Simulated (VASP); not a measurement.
# CsHf2 (Fd-3m) in VASP: single point with PBE

Aim: the single point of CsHf2 with PBE.

Everything below comes from runs of VASP 6.6.1. Logs are shortened: lines on timing, memory, paths and dates and some standing lists are left out, and cuts for length are marked.

**1. The cell of the first run**

Symmetry: Fd-3m, No. 227, cubic system. Conventional cell: a = 9.131 Å, b = 9.131 Å, c = 9.131 Å, α = 90.00°, β = 90.00°, γ = 90.00°. Cs (site symmetry -43m) has 12 Hf at 3.79 Å and 4 Cs at 3.95 Å within 5.0 Å. Hf (site symmetry -3m) has 6 Hf at 3.23 Å and 6 Cs at 3.79 Å within 4.2 Å.

**2. Single point, PBE**

File INCAR:

```
PREC = Accurate
ENCUT = 520
EDIFF = 1E-6
ISMEAR = 0
SIGMA = 0.1
LREAL = False
LASPH = True
NELM = 80
ALGO = Normal
ISIF = 2
LWAVE = False
LCHARG = True
GGA = PE
LELF = True
LVHAR = True
NBANDS = 38
```

File KPOINTS:

```
Automatic mesh
0
Gamma
  4 4 4
```

File POSCAR:

```
CsHf2
1.0
    0.0000000000      4.5653186400      4.5653186400
    4.5653186400      0.0000000000      4.5653186400
    4.5653186400      4.5653186400      0.0000000000
Cs Hf
2 4
Direct
    0.5000000000      0.5000000000      0.5000000000
    0.7500000000      0.7500000000      0.7500000000
    0.6250000000      0.1250000000      0.1250000000
    0.1250000000      0.1250000000      0.1250000000
    0.1250000000      0.1250000000      0.6250000000
    0.1250000000      0.6250000000      0.1250000000
```

Potentials or basis: VASP PAW PBE potentials, release 64 (Cs_sv, Hf_pv).

Command:

```sh
$ cat potpaw_PBE.64/Cs_sv/POTCAR potpaw_PBE.64/Hf_pv/POTCAR > POTCAR
$ mpirun -np 1 vasp_std > vasp.out
```

OUTCAR:

```text
PREC = Accurate
   ENCUT = 520
   EDIFF = 1E-6
   ISMEAR = 0
   LREAL = False
   LASPH = True
   NELM = 80
   ISIF = 2
   GGA = PE

 ion  position               nearest neighbor table
   1  0.500  0.500  0.500-
   2  0.750  0.750  0.750-
   3  0.625  0.125  0.125-   4 3.23   5 3.23   6 3.23   4 3.23   5 3.23   6 3.23
   4  0.125  0.125  0.125-   3 3.23   5 3.23   6 3.23   5 3.23   6 3.23   3 3.23
   5  0.125  0.125  0.625-   4 3.23   3 3.23   4 3.23   6 3.23   6 3.23   3 3.23
   6  0.125  0.625  0.125-   4 3.23   5 3.23   3 3.23   4 3.23   5 3.23   3 3.23

  LATTYP: Found a face centered cubic cell.
 ALAT       =     9.1306372800

  Lattice vectors:

 A1 = (   0.0000000000,   4.5653186400,   4.5653186400)
 A2 = (   4.5653186400,   0.0000000000,   4.5653186400)
 A3 = (   4.5653186400,   4.5653186400,   0.0000000000)

Analysis of symmetry for initial positions (statically):
=====================================================================
 Subroutine PRICEL returns:
 Original cell was already a primitive cell.

 Routine SETGRP: Setting up the symmetry group for a
 face centered cubic supercell.

 Subroutine GETGRP returns: Found 48 space group operations
 (whereof 24 operations were pure point group operations)
 out of a pool of 48 trial point group operations.

The static configuration has the point symmetry T_d .
 The point group associated with its full space group is O_h .

Analysis of symmetry for dynamics (positions and initial velocities):
=====================================================================
 Subroutine PRICEL returns:
 Original cell was already a primitive cell.

 Routine SETGRP: Setting up the symmetry group for a
 face centered cubic supercell.

 Subroutine GETGRP returns: Found 48 space group operations
 (whereof 24 operations were pure point group operations)
 out of a pool of 48 trial point group operations.

The dynamic configuration has the point symmetry T_d .
 The point group associated with its full space group is O_h .

 Subroutine INISYM returns: Found 48 space group operations
 (whereof 24 operations are pure point group operations),
 and found     1 'primitive' translations

----------------------------------------------------------------------------------------

                                     Primitive cell

  volume of cell :     190.3020

  direct lattice vectors                    reciprocal lattice vectors
     0.000000000  4.565318640  4.565318640    -0.109521381  0.109521381  0.109521381
     4.565318640  0.000000000  4.565318640     0.109521381 -0.109521381  0.109521381
     4.565318640  4.565318640  0.000000000     0.109521381  0.109521381 -0.109521381

  length of vectors
     6.456335537  6.456335537  6.456335537     0.189696596  0.189696596  0.189696596

  position of ions in fractional coordinates (direct lattice)
     0.500000000  0.500000000  0.500000000
     0.750000000  0.750000000  0.750000000
     0.625000000  0.125000000  0.125000000
     0.125000000  0.125000000  0.125000000
     0.125000000  0.125000000  0.625000000
     0.125000000  0.625000000  0.125000000

  ion indices of the primitive-cell ions
   primitive index   ion index
                 1           1
                 2           2
                 3           3
                 4           4
                 5           5
                 6           6

----------------------------------------------------------------------------------------

 KPOINTS: Automatic mesh

Automatic generation of k-mesh.
 Grid dimensions read from file:
 generate k-points for:    4    4    4

 Generating k-lattice:

  Cartesian coordinates                     Fractional coordinates (reciprocal lattice)
    -0.027380345  0.027380345  0.027380345     0.250000000  0.000000000  0.000000000
     0.027380345 -0.027380345  0.027380345     0.000000000  0.250000000  0.000000000
     0.027380345  0.027380345 -0.027380345     0.000000000  0.000000000  0.250000000

  Length of vectors
     0.047424149  0.047424149  0.047424149

  Shift w.r.t. Gamma in fractional coordinates (k-lattice)
     0.000000000  0.000000000  0.000000000

 Subroutine IBZKPT returns following result:
 ===========================================

 Found      8 irreducible k-points:

 Following reciprocal coordinates:
            Coordinates               Weight
  0.000000  0.000000  0.000000      1.000000
  0.250000  0.000000  0.000000      8.000000
  0.500000  0.000000  0.000000      4.000000
  0.250000  0.250000  0.000000      6.000000
  0.500000  0.250000  0.000000     24.000000
 -0.250000  0.250000  0.000000     12.000000
  0.500000  0.500000  0.000000      3.000000
 -0.250000  0.500000  0.250000      6.000000
   k-points           NKPTS =      8   k-points in BZ     NKDIM =      8   number of bands    NBANDS=     38
   number of dos      NEDOS =    301   number of ions     NIONS =      6
   total plane-waves  NPLWV = 110592
   dimension x,y,z NGX =    48 NGY =   48 NGZ =   48
   dimension x,y,z NGXF=    96 NGYF=   96 NGZF=   96
   ions per type =               2   4
   NGX,Y,Z   is equivalent  to a cutoff of  12.36, 12.36, 12.36 a.u.
   NGXF,Y,Z  is equivalent  to a cutoff of  24.72, 24.72, 24.72 a.u.
 SYSTEM =  unknown system
   PREC   = accura    normal or accurate (medium, high low for compatibility)
   ISTART =      0    job   : 0-new  1-cont  2-samecut
   ICHARG =      2    charge: 1-file 2-atom 10-const
   ISPIN  =      1    spin polarized calculation?
   LNONCOLLINEAR =      F non collinear calculations
   LSORBIT =      F    spin-orbit coupling
   LASPH  =      T    aspherical Exc in radial PAW
   ENCUT  =  520.0 eV  38.22 Ry    6.18 a.u.  12.00 12.00 12.00*2*pi/ulx,y,z
   NELM   =     80;   NELMIN=  2; NELMDL= -5     # of ELM steps
   EDIFF  = 0.1E-05   stopping-criterion for ELM
   LREAL  =      F    real-space projection
   EDIFFG = 0.1E-04   stopping-criterion for IOM
   NSW    =      0    number of steps for IOM
   IBRION =     -1    ionic relax: 0-MD 1-quasi-New 2-CG
   NFREE  =      0    steps in history (QN), initial steepest desc. (CG)
   ISIF   =      2    stress and relaxation
   ISYM   =      2    0-nonsym 1-usesym 2-fastsym
   POTIM  = 0.5000    time-step for ionic-motion
   TEBEG  =    0.0;   TEEND  =   0.0 temperature during run
   PSTRESS=    0.0 pullay stress
   NELECT =      58.0000    total number of electrons
   NUPDOWN=      -1.0000    fix difference up-down
   EMIN   =  10.00;   EMAX   =-10.00  energy-range for DOS
   EFERMI =   0.00;   METHOD = LEGACY
   ISMEAR =     0;   SIGMA  =   0.10  broadening in eV -4-tet -1-fermi 0-gaus
   EFERMI_NEDOS =   21; number of points for ismear=-14 and -15
   IALGO  =     38    algorithm
   IMIX   =      4    mixing-type and parameters
     AMIX     =   0.40;   BMIX     =  1.00
     AMIX_MAG =   1.60;   BMIX_MAG =  1.00
  volume/ion in A,a.u.               =      31.72       214.04
  Fermi-wavevector in a.u.,A,eV,Ry     =   1.101716  2.081942 16.514460  1.213779
  Thomas-Fermi vector in A             =   2.238148
   LORBIT       =      0    0 simple, 1 ext, 2 COOP (PROOUT), +10 PAW based schemes
   GGA     = PE    functional components
   LHFCALC =     F    Hartree Fock is set to
   AEXX    =    0.0000 exact exchange contribution
   IVDW    =     0    specifies the selected vdW correction
   LEPSILON=     F    determine dielectric tensor
   LRPA    =     F    only Hartree local field effects (RPA)
 non-spin polarized calculation
 Gauss-broadening in eV      SIGMA  =   0.10
  energy-cutoff  :      520.00
  volume of cell :      190.30
 maximum number of plane-waves:      5133
   NGX = 25   NGY = 25   NGZ = 25

 number of electron      58.0000007 magnetization

 Free energy of the ion-electron system (eV)
  ---------------------------------------------------
  ext. energy  EPLUGINS =         0.00000000
  ---------------------------------------------------
  free energy    TOTEN  =       -33.03483668 eV

  energy without entropy =      -32.97969801  energy(sigma->0) =      -33.00726735

 E-fermi :   3.6748     XC(G=0):  -9.7580

 val. band max:        3.6629716025   @ k =   0.5000   0.0000   0.0000
 cond. band min:       3.7134178450   @ k =   0.5000   0.0000   0.0000
 fundamental gap:      0.0504462425
 Fermi energy:         3.6748427554

 k-point     1 :       0.0000    0.0000    0.0000
  band No.  band energies     occupation
      1     -27.4334      2.00000
      2     -27.4334      2.00000
      3     -27.4334      2.00000
      4     -27.4140      2.00000
      5     -27.4071      2.00000
      6     -27.4071      2.00000
[... 30 lines left out ...]
     37       6.1824      0.00000
     38       6.1826      0.00000

 k-point     2 :       0.2500    0.0000    0.0000
  band No.  band energies     occupation
      1     -27.4307      2.00000
      2     -27.4220      2.00000
      3     -27.4220      2.00000
      4     -27.3879      2.00000
      5     -27.3879      2.00000
      6     -27.3559      2.00000
[... 30 lines left out ...]
     37       6.0082      0.00000
     38       6.2308      0.00000

 k-point     3 :       0.5000    0.0000    0.0000
  band No.  band energies     occupation
      1     -27.4306      2.00000
      2     -27.4189      2.00000
      3     -27.4189      2.00000
      4     -27.3328      2.00000
      5     -27.3328      2.00000
      6     -27.2994      2.00000
[... 30 lines left out ...]
     37       5.9608      0.00000
     38       6.1860      0.00000

 k-point     4 :       0.2500    0.2500    0.0000
  band No.  band energies     occupation
      1     -27.4300      2.00000
      2     -27.4117      2.00000
      3     -27.4012      2.00000
      4     -27.4012      2.00000
      5     -27.3802      2.00000
      6     -27.3401      2.00000
[... 30 lines left out ...]
     37       5.6846      0.00000
     38       5.6846      0.00000

 k-point     5 :       0.5000    0.2500    0.0000
  band No.  band energies     occupation
      1     -27.4223      2.00000
      2     -27.4036      2.00000
      3     -27.3910      2.00000
      4     -27.3711      2.00000
      5     -27.3319      2.00000
      6     -27.3001      2.00000
[... 30 lines left out ...]
     37       5.2885      0.00000
     38       5.3171      0.00000

 k-point     6 :      -0.2500    0.2500    0.0000
  band No.  band energies     occupation
      1     -27.4219      2.00000
      2     -27.4090      2.00000
      3     -27.3900      2.00000
      4     -27.3883      2.00000
      5     -27.3568      2.00000
      6     -27.2992      2.00000
[... 30 lines left out ...]
     37       5.2850      0.00000
     38       5.5141      0.00000

 k-point     7 :       0.5000    0.5000    0.0000
  band No.  band energies     occupation
      1     -27.4212      2.00000
      2     -27.4212      2.00000
      3     -27.3510      2.00000
      4     -27.3510      2.00000
      5     -27.3147      2.00000
      6     -27.3147      2.00000
[... 30 lines left out ...]
     37       4.5065      0.00000
     38       4.5065      0.00000

 k-point     8 :      -0.2500    0.5000    0.2500
  band No.  band energies     occupation
      1     -27.4028      2.00000
      2     -27.4028      2.00000
      3     -27.3755      2.00000
      4     -27.3755      2.00000
      5     -27.3184      2.00000
      6     -27.3184      2.00000
[... 30 lines left out ...]
     37       5.1062      0.00000
     38       5.1062      0.00000

------------------------ aborting loop because EDIFF is reached ----------------------------------------

  FORCE on cell =-STRESS in cart. coord.  units (eV):
  Direction    XX          YY          ZZ          XY          YZ          ZX
  --------------------------------------------------------------------------------------
  -------------------------------------------------------------------------------------
  Total        0.3012555      0.3012555      0.3012555      0.0000000     -0.0000000      0.0000000
  in kB        2.5363097      2.5363097      2.5363097      0.0000000     -0.0000000      0.0000000
  external PRESSURE =       2.5363097 kB  Pullay stress =       0.0000000 kB

 VOLUME and BASIS-vectors are now :
 -----------------------------------------------------------------------------
  energy-cutoff  :      520.00
  volume of cell :      190.30
      direct lattice vectors                 reciprocal lattice vectors
     0.000000000  4.565318640  4.565318640    -0.109521381  0.109521381  0.109521381
     4.565318640  0.000000000  4.565318640     0.109521381 -0.109521381  0.109521381
     4.565318640  4.565318640  0.000000000     0.109521381  0.109521381 -0.109521381

 POSITION                                       TOTAL-FORCE (eV/Angst)
 -----------------------------------------------------------------------------------
      4.56532      4.56532      4.56532        -0.000000     -0.000000     -0.000000
      6.84798      6.84798      6.84798         0.000000      0.000000      0.000000
      1.14133      3.42399      3.42399        -0.000000     -0.000000      0.000000
      1.14133      1.14133      1.14133        -0.000000     -0.000000      0.000000
      3.42399      3.42399      1.14133        -0.000000     -0.000000      0.000000
      3.42399      1.14133      3.42399        -0.000000     -0.000000      0.000000
 -----------------------------------------------------------------------------------
    total drift:                                0.000000      0.000000      0.000000

  FREE ENERGIE OF THE ION-ELECTRON SYSTEM (eV)
  ---------------------------------------------------
  free  energy   TOTEN  =       -33.0348366821 eV

  energy  without entropy=      -32.9796980091  energy(sigma->0) =      -33.00726735
```

Wall time 56 s (1 thread of Intel Xeon Platinum 8375C at 2.90GHz (Ice Lake), shared host); peak memory 0.33 GiB.

What came out:

```yaml
Free_energy: -33.0348 eV
Pressure: 0.3 GPa
Band_gap_on_the_k_mesh: zero (band 29 reaches 3.77 eV, above the bottom of band 30 at 3.30 eV)
```

Levels at points of the mesh, in eV from the Fermi level:
```tsv
k point	band 26	band 27	band 28	band 29	band 30	band 31	band 32	band 33
(0.00, 0.00, 0.00)	-0.34	-0.34	0.05	0.05	0.05	0.65	0.65	1.09
(0.50, 0.00, 0.00)	-0.50	-0.01	-0.01	0.04	0.09	0.14	0.14	0.18
(0.50, 0.50, 0.00)	-0.68	-0.46	-0.46	-0.37	-0.37	0.17	0.17	0.23
```

Caveat: spin-orbit coupling is left out, which moves the levels of the heavy elements.
